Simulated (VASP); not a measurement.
# I (C2/m) in VASP: a series of runs, part 2 of 3

VASP 6.6.1. Earlier steps stand in the parts before.

**3. Relaxation of cell and atoms, PBEsol, target pressure 5 GPa, at which the enthalpy is minimised**

Contents of INCAR:

```
SYSTEM = I
PREC     = Accurate       ! precision mode
ENCUT    = 600            ! plane-wave cutoff, eV
EDIFF    = 1E-7           ! SCF threshold, eV
ISMEAR   = -1             ! smearing method
SIGMA    = 0.05           ! smearing width, eV
LREAL    = .False.        ! projectors in reciprocal space
LASPH    = .True.         ! aspherical terms in the spheres
NELM     = 80             ! most SCF steps
ALGO     = Normal         ! electronic algorithm
ISIF     = 3              ! what is computed and relaxed
LWAVE    = .False.        ! write WAVECAR
LCHARG   = .False.        ! write CHGCAR
GGA      = PS             ! functional
IBRION   = 2              ! ionic algorithm
NSW      = 60             ! ionic steps
EDIFFG   = -0.01          ! ionic threshold
PSTRESS  = 50.0
```

Contents of KPOINTS:

```
Automatic mesh
0
Gamma
  7 7 11
  0 0 0
```

Contents of POSCAR:

```
I
1.0
    2.5383465792     -3.7066249365      0.0000000000
    2.5383465792      3.7066249365      0.0000000000
   -1.6208748370      0.0000000000      2.3810977968
I
1
Direct
    0.5000000000      0.5000000000      0.5000000000
```

Potentials or basis: VASP PAW PBE potentials, release 64 (I).

Started as:

```bash
> cat potpaw_PBE.64/I/POTCAR > POTCAR
> mpirun -np 1 vasp_std > vasp.out
```

OUTCAR:

```text
SYSTEM = I
   PREC = Accurate
   ENCUT = 600
   EDIFF = 1E-7
   ISMEAR = -1
   LREAL = .False.
   LASPH = .True.
   NELM = 80
   ISIF = 3
   GGA = PS
   IBRION = 2
   NSW = 60
   EDIFFG = -0.01
   PSTRESS = 50.0

 ion  position               nearest neighbor table
   1  0.500  0.500  0.500-

  LATTYP: Found a base centered monoclinic cell.
 ALAT       =     5.0766931584
 B/A-ratio  =     1.4602517114
 C/A-ratio  =     0.5673826054
 COS(beta)  =    -0.5627202553

  Lattice vectors:

 A1 = (   2.5383465792,  -3.7066249365,   0.0000000000)
 A2 = (   2.5383465792,   3.7066249365,   0.0000000000)
 A3 = (  -1.6208748370,   0.0000000000,   2.3810977968)

Analysis of symmetry for initial positions (statically):
=====================================================================
 Subroutine PRICEL returns:
 Original cell was already a primitive cell.

 Routine SETGRP: Setting up the symmetry group for a
 base centered monoclinic supercell.

 Subroutine GETGRP returns: Found  4 space group operations
 (whereof  4 operations were pure point group operations)
 out of a pool of  4 trial point group operations.

The static configuration has the point symmetry C_2h.

Analysis of symmetry for dynamics (positions and initial velocities):
=====================================================================
 Subroutine PRICEL returns:
 Original cell was already a primitive cell.

 Routine SETGRP: Setting up the symmetry group for a
 base centered monoclinic supercell.

 Subroutine GETGRP returns: Found  4 space group operations
 (whereof  4 operations were pure point group operations)
 out of a pool of  4 trial point group operations.

The dynamic configuration has the point symmetry C_2h.

 Subroutine INISYM returns: Found  4 space group operations
 (whereof  4 operations are pure point group operations),
 and found     1 'primitive' translations

----------------------------------------------------------------------------------------

                                     Primitive cell

  volume of cell :      44.8061

  direct lattice vectors                    reciprocal lattice vectors
     2.538346579 -3.706624936  0.000000000     0.196978618 -0.134893605  0.134088438
     2.538346579  3.706624936  0.000000000     0.196978618  0.134893605  0.134088438
    -1.620874837  0.000000000  2.381097797     0.000000000  0.000000000  0.419974350

  length of vectors
     4.492468339  4.492468339  2.880427391     0.273818498  0.273818498  0.419974350

  position of ions in fractional coordinates (direct lattice)
     0.500000000  0.500000000  0.500000000

  ion indices of the primitive-cell ions
   primitive index   ion index
                 1           1

----------------------------------------------------------------------------------------

 KPOINTS: Automatic mesh

Automatic generation of k-mesh.
 Grid dimensions read from file:
 generate k-points for:    7    7   11

 Generating k-lattice:

  Cartesian coordinates                     Fractional coordinates (reciprocal lattice)
     0.028139803 -0.019270515  0.019155491     0.142857143 -0.000000000  0.000000000
     0.028139803  0.019270515  0.019155491    -0.000000000  0.142857143  0.000000000
     0.000000000  0.000000000  0.038179486     0.000000000  0.000000000  0.090909091

  Length of vectors
     0.039116928  0.039116928  0.038179486

  Shift w.r.t. Gamma in fractional coordinates (k-lattice)
     0.000000000  0.000000000  0.000000000

 Subroutine IBZKPT returns following result:
 ===========================================

 Found    156 irreducible k-points:

 Following reciprocal coordinates:
            Coordinates               Weight
  0.000000  0.000000  0.000000      1.000000
  0.142857  0.000000  0.000000      4.000000
  0.285714 -0.000000  0.000000      4.000000
  0.428571  0.000000  0.000000      4.000000
  0.142857  0.142857  0.000000      2.000000
  0.285714  0.142857 -0.000000      4.000000
[... 16 lines left out ...]
 -0.142857  0.000000  0.090909      4.000000
  0.142857  0.142857  0.090909      2.000000
 [... further k-points ...]
   k-points           NKPTS =    156   k-points in BZ     NKDIM =    156   number of bands    NBANDS=      7
   number of dos      NEDOS =    301   number of ions     NIONS =      1
   total plane-waves  NPLWV =  31104
   dimension x,y,z NGX =    36 NGY =   36 NGZ =   24
   dimension x,y,z NGXF=    72 NGYF=   72 NGZF=   48
   ions per type =               1
   NGX,Y,Z   is equivalent  to a cutoff of  13.32, 13.32, 13.85 a.u.
   NGXF,Y,Z  is equivalent  to a cutoff of  26.64, 26.64, 27.70 a.u.
 SYSTEM =  I
   PREC   = accura    normal or accurate (medium, high low for compatibility)
   ISTART =      0    job   : 0-new  1-cont  2-samecut
   ICHARG =      2    charge: 1-file 2-atom 10-const
   ISPIN  =      1    spin polarized calculation?
   LNONCOLLINEAR =      F non collinear calculations
   LSORBIT =      F    spin-orbit coupling
   LASPH  =      T    aspherical Exc in radial PAW
   ENCUT  =  600.0 eV  44.10 Ry    6.64 a.u.   8.97  8.97  5.75*2*pi/ulx,y,z
   NELM   =     80;   NELMIN=  2; NELMDL= -5     # of ELM steps
   EDIFF  = 0.1E-06   stopping-criterion for ELM
   LREAL  =      F    real-space projection
   EDIFFG = -.1E-01   stopping-criterion for IOM
   NSW    =     60    number of steps for IOM
   IBRION =      2    ionic relax: 0-MD 1-quasi-New 2-CG
   NFREE  =      1    steps in history (QN), initial steepest desc. (CG)
   ISIF   =      3    stress and relaxation
   ISYM   =      2    0-nonsym 1-usesym 2-fastsym
   POTIM  = 0.5000    time-step for ionic-motion
   TEBEG  =    0.0;   TEEND  =   0.0 temperature during run
   PSTRESS=   50.0 pullay stress
   NELECT =       7.0000    total number of electrons
   NUPDOWN=      -1.0000    fix difference up-down
   EMIN   =  10.00;   EMAX   =-10.00  energy-range for DOS
   EFERMI =   0.00;   METHOD = LEGACY
   ISMEAR =    -1;   SIGMA  =   0.05  broadening in eV -4-tet -1-fermi 0-gaus
   EFERMI_NEDOS =   21; number of points for ismear=-14 and -15
   IALGO  =     38    algorithm
   IMIX   =      4    mixing-type and parameters
     AMIX     =   0.40;   BMIX     =  1.00
     AMIX_MAG =   1.60;   BMIX_MAG =  1.00
  volume/ion in A,a.u.               =      44.81       302.37
  Fermi-wavevector in a.u.,A,eV,Ry     =   0.881716  1.666201 10.577477  0.777423
  Thomas-Fermi vector in A             =   2.002249
   LORBIT       =      0    0 simple, 1 ext, 2 COOP (PROOUT), +10 PAW based schemes
   GGA     = PS    functional components
   LHFCALC =     F    Hartree Fock is set to
   AEXX    =    0.0000 exact exchange contribution
   IVDW    =     0    specifies the selected vdW correction
   LEPSILON=     F    determine dielectric tensor
   LRPA    =     F    only Hartree local field effects (RPA)
 conjugate gradient relaxation of ions
 non-spin polarized calculation
  energy-cutoff  :      600.00
  volume of cell :       44.81
 maximum number of plane-waves:      1517
   NGX = 17   NGY = 17   NGZ = 11

--------------------------------------- Ionic step        1  -------------------------------------------

 number of electron       7.0000000 magnetization

 Free energy of the ion-electron system (eV)
  ---------------------------------------------------
  ext. energy  EPLUGINS =         0.00000000
  ---------------------------------------------------
  free energy    TOTEN  =        -1.62155298 eV

  energy without entropy =       -1.61575298  energy(sigma->0) =       -1.61865298

------------------------ aborting loop because EDIFF is reached ----------------------------------------

  FORCE on cell =-STRESS in cart. coord.  units (eV):
  Direction    XX          YY          ZZ          XY          YZ          ZX
  --------------------------------------------------------------------------------------
  -------------------------------------------------------------------------------------
  Total       -0.1405625     -0.0687070     -0.1285450      0.0000000      0.0000000     -0.0426771
  in kB       -5.0262393     -2.4568292     -4.5965175      0.0000000      0.0000000     -1.5260485
  external PRESSURE =     -54.0265287 kB  Pullay stress =      50.0000000 kB
[... 584 lines left out ...]
 k-point    24 :       0.1429    0.1429    0.0909
  band No.  band energies     occupation
      1      -6.4437      2.00000
      2       1.9956      2.00000
      3       5.6996      2.00000
      4       8.8938      0.00000
      5      13.1557      0.00000
      6      14.8135      0.00000
      7      17.5001      0.00000

 [... further k-points ...]

[... ionic steps 4 to 26 ...]

--------------------------------------- Ionic step       27  -------------------------------------------

 number of electron       7.0000000 magnetization

------------------------ aborting loop because EDIFF is reached ----------------------------------------
[... 69 lines left out ...]
--------------------------------------- Ionic step       29  -------------------------------------------

 number of electron       7.0000000 magnetization

 Free energy of the ion-electron system (eV)
  ---------------------------------------------------
  ext. energy  EPLUGINS =         0.00000000
  ---------------------------------------------------
  free energy    TOTEN  =        -1.61038251 eV

  energy without entropy =       -1.60753056  energy(sigma->0) =       -1.60895654

 E-fermi :   6.3131     XC(G=0):  -9.7406

 val. band max:        6.2991835453   @ k =  -0.2857   0.1429   0.2727
 cond. band min:       6.3939940208   @ k =   0.4286   0.4286   0.0909
 fundamental gap:      0.0948104755
 Fermi energy:         6.3131203983
[... 272 lines left out ...]
  energy  without entropy=       -1.6075305622  energy(sigma->0) =       -1.60895654

  enthalpy is  TOTEN    =        -0.6418566253 eV   P V=        0.9685258863

 reached required accuracy - stopping structural energy minimisation
```

It took 23 min on 1 thread of AMD EPYC 7R13, shared host; peak memory 0.21 GiB.

What came out:

| Item | Value |
| --- | --- |
| Free energy | -1.6104 eV |
| Relaxed volume | 31.04 Å³/atom |
| Relaxed cell | a = 3.907 Å, b = 3.907 Å, c = 3.038 Å, α = 112.89°, β = 112.89°, γ = 111.77° |
| Space group after relaxing (to 0.1 Å) | Immm (No. 71) |
| Energy change on relaxing (the run minimises the enthalpy) | +11.2 meV/atom |
| Ionic steps | 29 |
| Pressure after relaxing | 5.0 GPa |
| Band gap on the k mesh | zero (an odd number of electrons rules out a gap without spin polarisation) |

Step by step:
```csv
step,energy change (eV),largest force (eV/Å),pressure (GPa),volume (Å³)
1,0.0000,0.0000,-0.40,44.81
2,0.1684,0.0000,8.26,35.70
3,0.0799,0.0000,5.06,37.89
4,0.0674,0.0000,5.65,34.10
5,0.1561,0.0000,9.78,29.09
6,0.1279,0.0000,8.67,29.89
7,0.0393,0.0000,3.65,31.76
8,0.0480,0.0000,4.34,31.45
9,0.0479,0.0000,4.52,31.25
10,0.0460,0.0000,5.30,30.62
11,0.0903,0.0000,8.98,29.25
12,0.0490,0.0000,6.35,30.13
13,0.0623,0.0000,7.55,29.70
14,0.0541,0.0000,6.94,29.91
15,0.0470,0.0000,6.69,30.04
16,0.0430,0.0000,6.48,30.14
17,0.0368,0.0000,6.15,30.34
18,0.0400,0.0000,6.31,30.23
19,0.0318,0.0000,5.81,30.44
20,0.0182,0.0000,4.92,30.84
21,0.0201,0.0000,5.05,30.78
22,0.0184,0.0000,5.03,30.83
23,0.0135,0.0000,4.95,30.97
24,0.0052,0.0000,4.82,31.24
25,0.0103,0.0000,4.91,31.06
26,0.0095,0.0000,4.90,31.09
27,0.0112,0.0000,5.02,31.03
28,0.0111,0.0000,5.01,31.04
29,0.0112,0.0000,5.01,31.04
```

Final structure:
```xyz
1
Lattice="2.1617 -3.2348 -0.3607 2.1617 3.2348 -0.3607 -1.7179 0.0000 2.5058" Properties=species:S:1:pos:R:3 pbc="T T T"
I     1.3027    0.0000    0.8922
```

Caveat: the cell is relaxed towards a set pressure, so the run minimises the enthalpy, not the energy; the volume moved by over 15 % at a fixed basis, so the end points are rough; the PAW data sets were made with another functional, which shifts forces and pressure a little; spin-orbit coupling is left out, which moves the levels of the heavy elements; an odd number of electrons without spin polarisation forces a metal; a magnetic or distorted state may lie lower.

**4. Relaxation of cell and atoms, PBEsol, target pressure 10 GPa, at which the enthalpy is minimised**

Contents of INCAR:

```
SYSTEM = I
PREC = Accurate
ENCUT = 600
EDIFF = 1E-7
ISMEAR = -1
SIGMA = 0.05
LREAL = .False.
LASPH = .True.
NELM = 100
ALGO = Normal
ISIF = 3
LWAVE = .False.
LCHARG = .False.
GGA = PS
IBRION = 2
NSW = 60
EDIFFG = -0.01
PSTRESS = 100.0
```

Contents of KPOINTS:

```
regular mesh
0
Gamma
  7 7 11
  0 0 0
```

POSCAR is that of step 3.

Started as:

```bash
> cat potpaw_PBE.64/I/POTCAR > POTCAR
> mpirun -np 1 vasp_std > vasp.out
```

Run time: 16 min. Hardware: 1 thread of AMD EPYC 7R13, shared host; peak memory 0.21 GiB.

The run converged. Its results:

```
Free energy                                                : -1.4817 eV
Relaxed volume                                             : 28.20 Å³/atom
Relaxed cell                                               : a = 3.736 Å, b = 3.736 Å, c = 3.025 Å, α = 114.15°, β = 114.15°, γ = 109.24°
Space group after relaxing (to 0.1 Å)                      : I4/mmm (No. 139)
Energy change on relaxing (the run minimises the enthalpy) : +139.8 meV/atom
Ionic steps                                                : 27
Pressure after relaxing                                    : 10.0 GPa
Band gap on the k mesh                                     : zero (an odd number of electrons rules out a gap without spin polarisation)
```

Step by step:
```
step  energy change (eV)  largest force (eV/Å)  pressure (GPa)  volume (Å³)
   1              0.0000                0.0000           -0.40        44.81
   2              0.9574                0.0000           30.71        28.46
   3              0.2073                0.0000            9.51        35.04
   4              0.2602                0.0000           13.90        27.65
   5              0.3064                0.0000           15.55        26.85
   6              0.0933                0.0000            5.76        29.83
   7              0.1533                0.0000            8.99        28.62
   8              0.1598                0.0000            9.36        28.29
   9              0.2127                0.0000           11.59        27.23
  10              0.1643                0.0000            9.95        27.89
  11              0.1616                0.0000            9.86        27.93
  12              0.1575                0.0000           10.35        27.95
  13              0.1572                0.0000           10.44        27.95
  14              0.1357                0.0000            9.80        28.28
  15              0.1370                0.0000            9.85        28.26
  16              0.1430                0.0000           10.05        28.16
  17              0.1466                0.0000           10.17        28.10
  18              0.1412                0.0000            9.93        28.18
  19              0.1378                0.0000            9.77        28.24
  20              0.1371                0.0000            9.76        28.25
  21              0.1365                0.0000            9.75        28.26
  22              0.1376                0.0000            9.82        28.24
  23              0.1402                0.0000            9.98        28.20
  24              0.1456                0.0000           10.31        28.11
  25              0.1417                0.0000           10.08        28.17
  26              0.1413                0.0000           10.06        28.18
  27              0.1398                0.0000           10.02        28.20
```

Final structure:
```
CELL_PARAMETERS angstrom
2.12856 -3.04580 -0.38452
2.12856 3.04580 -0.38452
-1.72342 0.00000 2.48625
ATOMIC_POSITIONS crystal
I 0.50000 0.50000 0.50000
```

Levels at points of the mesh, in eV from the Fermi level:
```tsv
k point	band 1	band 2	band 3	band 4	band 5	band 6	band 7
(0.00, 0.00, 0.00)	-15.55	-0.39	1.59	1.89	6.38	7.84	9.72
```

Caveat: the cell is relaxed towards a set pressure, so the run minimises the enthalpy, not the energy; the volume moved by over 15 % at a fixed basis, so the end points are rough; the PAW data sets were made with another functional, which shifts forces and pressure a little; spin-orbit coupling is left out, which moves the levels of the heavy elements; an odd number of electrons without spin polarisation forces a metal; a magnetic or distorted state may lie lower.

(Part 2 of 3 ends here.)
